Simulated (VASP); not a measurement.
# SiNi (Pmmn) in VASP: further runs, part 3 of 3

VASP 6.6.1.

## 6. Single point, LDA+U, collinear spin, ferromagnetic start

This run uses another cell than the first one, of 10.99 Å³/atom.

Contents of INCAR:

```
PREC     = Accurate       # precision mode
ENCUT    = 520            # plane-wave cutoff, eV
EDIFF    = 1E-7           # SCF threshold, eV
ISMEAR   = -1             # smearing method
SIGMA    = 0.05           # smearing width, eV
LREAL    = F              # projectors in reciprocal space
LASPH    = T              # aspherical terms in the spheres
NELM     = 150            # most SCF steps
ALGO     = Normal         # electronic algorithm
ISIF     = 2              # what is computed and relaxed
LWAVE    = F              # write WAVECAR
LCHARG   = F              # write CHGCAR
ISPIN    = 2              # spin polarisation
MAGMOM   = 1 1 0 0        # initial moments
LORBIT   = 11             # projections on sites
LMAXMIX  = 4              # l up to which the mixer works
LDAU     = T              # DFT+U
LDAUTYPE = 2            
LDAUL    = 2 -1           # shell
LDAUU    = 3 0            # U, eV
LDAUJ    = 0 0          
LDAUPRINT= 1            
NBANDS   = 26             # bands
```

Contents of KPOINTS:

```
Automatic mesh
0
Gamma
  9 8 6
```

Contents of POSCAR:

```
SiNi
1.0
    2.9138655677      0.0000000000      0.0000000000
    0.0000000000      3.2649749790      0.0000000000
    0.0000000000      0.0000000000      4.6216490444
Ni Si
2 2
Direct
    0.5000000000      0.5000000000      0.3432652053
    0.0000000000      0.0000000000      0.6567347947
    0.5000000000      0.5000000000      0.8402332804
    0.0000000000      0.0000000000      0.1597667196
```

Potentials or basis: VASP PAW LDA potentials, release 64 (Ni, Si).

Started as:

```
> cat potpaw_LDA.64/Ni/POTCAR potpaw_LDA.64/Si/POTCAR > POTCAR
> mpirun -np 1 vasp_std > vasp.out
```

Wall time 71 s (1 thread of Intel Xeon 6975P-C (Granite Rapids), shared host); peak memory 0.26 GiB.

Results (log left out):

```yaml
Free_energy: -23.7981 eV
Pressure: -4.3 GPa
Largest_force: 0.146 eV/Å
Band_gap_on_the_k_mesh: zero (filled and empty bands overlap)
Net_moment: 0.00 μB per cell
Valence_electrons_inside_the_program's_atomic_spheres: Ni 9.79; Si 1.64
```

Forces in eV/Å, atoms in the order of the input:
```
Ni   0.000  0.000  0.000
Ni   0.000  0.000  0.000
Si   0.000  0.000 -0.146
Si   0.000  0.000  0.146
```

Stress tensor (GPa, compression positive):
```
-3.84  0.00  0.00
 0.00 -4.47  0.00
 0.00  0.00 -4.49
```

Levels at points of the mesh, in eV from the Fermi level:
Spin up:
| k point | band 10 | band 11 | band 12 | band 13 | band 14 | band 15 | band 16 | band 17 | band 18 | band 19 |
| --- | --- | --- | --- | --- | --- | --- | --- | --- | --- | --- |
| (0.00, 0.00, 0.00) | -2.95 | -2.71 | -2.33 | -2.30 | -1.28 | 1.54 | 2.86 | 5.39 | 5.83 | 7.58 |
| (0.00, 0.50, 0.00) | -3.08 | -2.69 | -2.69 | -2.58 | -2.58 | 1.27 | 1.27 | 5.26 | 5.26 | 8.19 |
| (0.00, 0.00, 0.50) | -3.16 | -3.11 | -2.35 | 1.16 | 1.81 | 2.37 | 2.60 | 3.15 | 3.77 | 4.87 |
| (0.00, 0.50, 0.50) | -2.94 | -2.45 | -2.45 | -2.36 | -2.36 | 5.48 | 5.48 | 5.69 | 5.69 | 7.50 |
Spin down:
| k point | band 12 | band 13 | band 14 | band 15 | band 16 | band 17 |
| --- | --- | --- | --- | --- | --- | --- |
| (0.00, 0.00, 0.00) | -2.33 | -2.30 | -1.28 | 1.54 | 2.86 | 5.39 |
| (0.00, 0.50, 0.00) | -2.69 | -2.58 | -2.58 | 1.27 | 1.27 | 5.26 |
| (0.00, 0.00, 0.50) | -2.35 | 1.16 | 1.81 | 2.37 | 2.60 | 3.15 |
| (0.00, 0.50, 0.50) | -2.45 | -2.36 | -2.36 | 5.48 | 5.48 | 5.69 |

Eigenvalues of the final occupation matrices:
| site | spin | trace | eigenvalues |
| --- | --- | --- | --- |
| site 1 d | 1 | 4.35 | 0.83 0.85 0.87 0.87 0.93 |
| site 1 d | 2 | 4.35 | 0.83 0.85 0.87 0.87 0.93 |
| site 2 d | 1 | 4.35 | 0.83 0.85 0.87 0.87 0.93 |
| site 2 d | 2 | 4.35 | 0.83 0.85 0.87 0.87 0.93 |

Caveat: the cell stands under tension; the U is typed as a test and isn't derived for this compound. The state reached can hang on the start; a lower one may exist.

## 7. Relaxation of cell and atoms, LDA+U, collinear spin, ferromagnetic start

Contents of INCAR:

```
SYSTEM = SiNi
PREC = Accurate
ENCUT = 600
EDIFF = 1E-6
ISMEAR = -1
SIGMA = 0.05
LREAL = .False.
LASPH = .True.
NELM = 150
ALGO = Normal
ISIF = 3
LWAVE = .False.
LCHARG = .False.
ISPIN = 2
MAGMOM = 1 1 0 0
LORBIT = 11
LMAXMIX = 4
LDAU = .True.
LDAUTYPE = 2
LDAUL = 2 -1
LDAUU = 3 0
LDAUJ = 0 0
LDAUPRINT = 1
GGA = CA
IBRION = 2
NSW = 60
EDIFFG = -0.01
```

Contents of KPOINTS:

```
Automatic mesh
0
Gamma
  9 8 6
  0 0 0
```

Contents of POSCAR:

```
SiNi
1.0
    2.9427706600      0.0000000000      0.0000000000
    0.0000000000      3.2803255400      0.0000000000
    0.0000000000      0.0000000000      4.6774467600
Ni Si
2 2
Direct
    0.5000000000      0.5000000000      0.3424955900
    0.0000000000      0.0000000000      0.6575044100
    0.5000000000      0.5000000000      0.8431431600
    0.0000000000      0.0000000000      0.1568568400
```

Potentials or basis: VASP PAW LDA potentials, release 64 (Ni, Si).

Started as:

```
> cat potpaw_LDA.64/Ni/POTCAR potpaw_LDA.64/Si/POTCAR > POTCAR
> mpirun -np 1 vasp_std > vasp.out
```

OUTCAR:

```text
SYSTEM = SiNi
   PREC = Accurate
   ENCUT = 600
   EDIFF = 1E-6
   ISMEAR = -1
   LREAL = .False.
   LASPH = .True.
   NELM = 150
   ISIF = 3
   ISPIN = 2
   LORBIT = 11
   GGA = CA
   IBRION = 2
   NSW = 60
   EDIFFG = -0.01

 ion  position               nearest neighbor table
   1  0.500  0.500  0.342-   3 2.34   3 2.34   4 2.37   4 2.37   4 2.37   4 2.37   2 2.65   2 2.65
                             2 2.65   2 2.65
   2  0.000  0.000  0.658-   4 2.34   4 2.34   3 2.37   3 2.37   3 2.37   3 2.37   1 2.65   1 2.65
                             1 2.65   1 2.65
   3  0.500  0.500  0.843-   1 2.34   1 2.34   2 2.37   2 2.37   2 2.37   2 2.37   4 2.65   4 2.65
                             4 2.65   4 2.65
   4  0.000  0.000  0.157-   2 2.34   2 2.34   1 2.37   1 2.37   1 2.37   1 2.37   3 2.65   3 2.65
                             3 2.65   3 2.65

  LATTYP: Found a simple orthorhombic cell.
 ALAT       =     2.9427706600
 B/A-ratio  =     1.1147064855
 C/A-ratio  =     1.5894703667

  Lattice vectors:

 A1 = (   2.9427706600,   0.0000000000,   0.0000000000)
 A2 = (   0.0000000000,   3.2803255400,   0.0000000000)
 A3 = (   0.0000000000,   0.0000000000,   4.6774467600)

Analysis of symmetry for initial positions (statically):
=====================================================================
 Subroutine PRICEL returns:
 Original cell was already a primitive cell.

 Routine SETGRP: Setting up the symmetry group for a
 simple orthorhombic supercell.

 Subroutine GETGRP returns: Found  8 space group operations
 (whereof  4 operations were pure point group operations)
 out of a pool of  8 trial point group operations.

The static configuration has the point symmetry C_2v.
 The point group associated with its full space group is D_2h.

Analysis of symmetry for dynamics (positions and initial velocities):
=====================================================================
 Subroutine PRICEL returns:
 Original cell was already a primitive cell.

 Routine SETGRP: Setting up the symmetry group for a
[... 426 lines left out ...]
  0.0000  0.0000  0.0008  0.0000  0.9289

spin component  2

  0.8315  0.0000  0.0000  0.0000  0.0000
  0.0000  0.8551  0.0000  0.0000  0.0000
  0.0000  0.0000  0.8711  0.0000  0.0008
  0.0000  0.0000  0.0000  0.8733  0.0000
  0.0000  0.0000  0.0008  0.0000  0.9289

 occupancies and eigenvectors

  o =  0.8315  v =  0.0000  0.0000  0.0000  0.0000  0.0000  1.0000  0.0000  0.0000  0.0000  0.0000      0.0000  0.0000  0.0000  0.0000  0.0000  0.0000  0.0000  0.0000  0.0000  0.0000
  o =  0.8315  v =  1.0000  0.0000  0.0000  0.0000  0.0000  0.0000  0.0000  0.0000  0.0000  0.0000      0.0000  0.0000  0.0000  0.0000  0.0000  0.0000  0.0000  0.0000  0.0000  0.0000
  o =  0.8551  v =  0.0000  1.0000  0.0000  0.0000  0.0000  0.0000  0.0000  0.0000  0.0000  0.0000      0.0000  0.0000  0.0000  0.0000  0.0000  0.0000  0.0000  0.0000  0.0000  0.0000
  o =  0.8551  v =  0.0000  0.0000  0.0000  0.0000  0.0000  0.0000  1.0000  0.0000  0.0000  0.0000      0.0000  0.0000  0.0000  0.0000  0.0000  0.0000  0.0000  0.0000  0.0000  0.0000
  o =  0.8711  v =  0.0000  0.0000  0.0000  0.0000  0.0000  0.0000  0.0000  0.9999 -0.0000 -0.0139      0.0000  0.0000  0.0000  0.0000  0.0000  0.0000  0.0000  0.0000  0.0000  0.0000
  o =  0.8711  v =  0.0000  0.0000  0.9999 -0.0000 -0.0139  0.0000  0.0000  0.0000  0.0000  0.0000      0.0000  0.0000  0.0000  0.0000  0.0000  0.0000  0.0000  0.0000  0.0000  0.0000
  o =  0.8733  v =  0.0000  0.0000  0.0000  1.0000  0.0000  0.0000  0.0000  0.0000  0.0000  0.0000      0.0000  0.0000  0.0000  0.0000  0.0000  0.0000  0.0000  0.0000  0.0000  0.0000
  o =  0.8733  v =  0.0000  0.0000  0.0000  0.0000  0.0000  0.0000  0.0000  0.0000  1.0000  0.0000      0.0000  0.0000  0.0000  0.0000  0.0000  0.0000  0.0000  0.0000  0.0000  0.0000
  o =  0.9289  v =  0.0000  0.0000  0.0000  0.0000  0.0000  0.0000  0.0000  0.0139 -0.0000  0.9999      0.0000  0.0000  0.0000  0.0000  0.0000  0.0000  0.0000  0.0000  0.0000  0.0000
  o =  0.9289  v =  0.0000  0.0000  0.0139 -0.0000  0.9999  0.0000  0.0000  0.0000  0.0000  0.0000      0.0000  0.0000  0.0000  0.0000  0.0000  0.0000  0.0000  0.0000  0.0000  0.0000

 number of electron      28.0000006 magnetization       0.0000000

 Free energy of the ion-electron system (eV)
  ---------------------------------------------------
  ext. energy  EPLUGINS =         0.00000000
  ---------------------------------------------------
  free energy    TOTEN  =       -23.81266616 eV

  energy without entropy =      -23.80566529  energy(sigma->0) =      -23.80916573

 E-fermi :  12.0689     XC(G=0): -13.0278

 val. band max:       12.0544958333   @ k =   0.4444   0.5000   0.3333
 cond. band min:      12.1080997030   @ k =   0.4444   0.3750   0.3333
 fundamental gap:      0.0536038698
 Fermi energy:        12.0688923443

 spin component 1

 k-point     1 :       0.0000    0.0000    0.0000
  band No.  band energies     occupation
      1      -2.1923      1.00000
      2       3.5297      1.00000
      3       5.3406      1.00000
      4       7.0454      1.00000
      5       7.8368      1.00000
      6       8.5827      1.00000
[... 1082 lines left out ...]
  FREE ENERGIE OF THE ION-ELECTRON SYSTEM (eV)
  ---------------------------------------------------
  free  energy   TOTEN  =       -23.8126661615 eV

  energy  without entropy=      -23.8056652900  energy(sigma->0) =      -23.80916573

 reached required accuracy - stopping structural energy minimisation

 total charge

# of ion       s       p       d       tot
------------------------------------------
    1        0.499   0.659   8.683   9.841
    2        0.499   0.659   8.683   9.841
    3        0.757   0.892   0.000   1.649
    4        0.757   0.892   0.000   1.649
--------------------------------------------------
tot          2.513   3.101  17.366  22.980

 magnetization (x)

# of ion       s       p       d       tot
------------------------------------------
    1       -0.000   0.000  -0.000   0.000
    2       -0.000   0.000  -0.000   0.000
    3        0.000   0.000   0.000   0.000
    4        0.000   0.000   0.000   0.000
--------------------------------------------------
tot          0.000   0.000  -0.000   0.000
```

It took 14 min on 1 thread of Oxide Virtual Turin-like, shared host; peak memory 0.25 GiB.

What came out:

| Item | Value |
| --- | --- |
| Free energy | -23.8127 eV |
| Relaxed volume | 10.76 Å³/atom |
| Relaxed cell | a = 2.892 Å, b = 3.238 Å, c = 4.598 Å, α = 90.00°, β = 90.00°, γ = 90.00° |
| Space group after relaxing (to 0.1 Å) | Pmmn (No. 59) |
| Energy gained by relaxing | 18.4 meV/atom |
| Ionic steps | 10 |
| Pressure after relaxing | -0.1 GPa |
| Largest force after relaxing | 0.003 eV/Å |
| Band gap on the k mesh | zero (filled and empty bands overlap) |
| Net moment | 0.00 μB per cell |
| Valence electrons inside the program's atomic spheres | Ni 9.84; Si 1.65 |

Forces in eV/Å, atoms in the order of the input:
```
Ni   0.000  0.000  0.001
Ni   0.000  0.000 -0.001
Si   0.000  0.000 -0.003
Si   0.000  0.000  0.003
```

Step by step:
| step | energy change (eV) | largest force (eV/Å) | pressure (GPa) | volume (Å³) |
| --- | --- | --- | --- | --- |
| 1 | 0.0000 | 0.4150 | -9.37 | 45.15 |
| 2 | 0.0125 | 0.2546 | 12.51 | 40.97 |
| 3 | -0.0706 | 0.1834 | 0.05 | 43.07 |
| 4 | -0.0706 | 0.1777 | 0.24 | 43.03 |
| 5 | -0.0733 | 0.0102 | 0.33 | 43.03 |
| 6 | -0.0733 | 0.0067 | 0.12 | 43.03 |
| 7 | -0.0735 | 0.0067 | -0.05 | 43.07 |
| 8 | -0.0735 | 0.0068 | -0.27 | 43.10 |
| 9 | -0.0735 | 0.0075 | -0.19 | 43.09 |
| 10 | -0.0735 | 0.0032 | -0.08 | 43.06 |

Final structure:
```cif
data_structure
_symmetry_space_group_name_H-M 'P 1'
_symmetry_Int_Tables_number 1
_cell_length_a 2.8919
_cell_length_b 3.2379
_cell_length_c 4.5982
_cell_angle_alpha 90.000
_cell_angle_beta 90.000
_cell_angle_gamma 90.000
_cell_volume 43.06
loop_
_atom_site_label
_atom_site_type_symbol
_atom_site_fract_x
_atom_site_fract_y
_atom_site_fract_z
_atom_site_occupancy
Ni1 Ni 0.50000 0.50000 0.34368 1
Ni2 Ni 0.00000 0.00000 0.65632 1
Si1 Si 0.50000 0.50000 0.83913 1
Si2 Si 0.00000 0.00000 0.16087 1
```

Eigenvalues of the final occupation matrices:
```
    site  spin  trace               eigenvalues
site 1 d     1   4.36  0.83 0.86 0.87 0.87 0.93
site 1 d     2   4.36  0.83 0.86 0.87 0.87 0.93
site 2 d     1   4.36  0.83 0.86 0.87 0.87 0.93
site 2 d     2   4.36  0.83 0.86 0.87 0.87 0.93
```

Caveat: the U is typed as a test and isn't derived for this compound. The state reached can hang on the start; a lower one may exist.

## 8. The runs side by side

| task | level | potentials or basis | U | cell | cutoff (eV) | k mesh for the DOS | occupations for the DOS | gap on the mesh (eV) | pressure (GPa) | moment (μB) | largest force (eV/Å) |
| --- | --- | --- | --- | --- | --- | --- | --- | --- | --- | --- | --- |
| single point | PBEsol+U | VASP PAW PBE potentials, release 64 (Ni, Si) | Ni d U = 2.0 eV | a = 2.943, b = 3.280, c = 4.677 Å, 4 atoms, atomic positions A | 520 | - | - | none | -2.9 | 0.00 | 0.21 |
| single point | PBE | VASP PAW PBE potentials, release 64 (Ni, Si) | - | a = 2.943, b = 3.280, c = 4.677 Å, 4 atoms, atomic positions A | 520 | 14 × 12 × 9 | tetrahedron | - | - | 0.00 | - |
| single point | r2SCAN+U | VASP PAW PBE potentials, release 64 (Ni, Si) | Ni d U = 3.0 eV | a = 2.943, b = 3.280, c = 4.677 Å, 4 atoms, atomic positions A | 660 | - | - | none | -4.3 | 0.00 | 0.18 |
| single point | r2SCAN+U | VASP PAW PBE potentials, release 64 (Ni, Si) | Ni d U = 8.0 eV | a = 2.943, b = 3.280, c = 4.677 Å, 4 atoms, atomic positions A | 660 | - | - | none | -13.1 | 0.00 | 0.50 |
| single point | LDA+U | VASP PAW LDA potentials, release 64 (Ni, Si) | Ni d U = 3.0 eV | a = 2.914, b = 3.265, c = 4.622 Å, 4 atoms, atomic positions B | 520 | - | - | none | -4.3 | 0.00 | 0.15 |
| relaxation of cell and atoms | LDA+U | VASP PAW LDA potentials, release 64 (Ni, Si) | Ni d U = 3.0 eV | relaxed from a = 2.943, b = 3.280, c = 4.677 Å, 4 atoms, atomic positions A | 600 | - | - | none | -0.1 | 0.00 | - |

Alike in all rows: spin collinear, ferromagnetic start; k mesh 9 × 8 × 6; smearing fermi-dirac 0.05 eV.

Caveats: the U is typed as a test and isn't derived for this compound (at least some runs); the PAW data sets were made with another functional, which shifts forces and pressure a little (at least some runs); the cell stands under tension (at least some runs).

Total energies depend on the potentials used, so only differences within one code and one set of settings carry meaning.
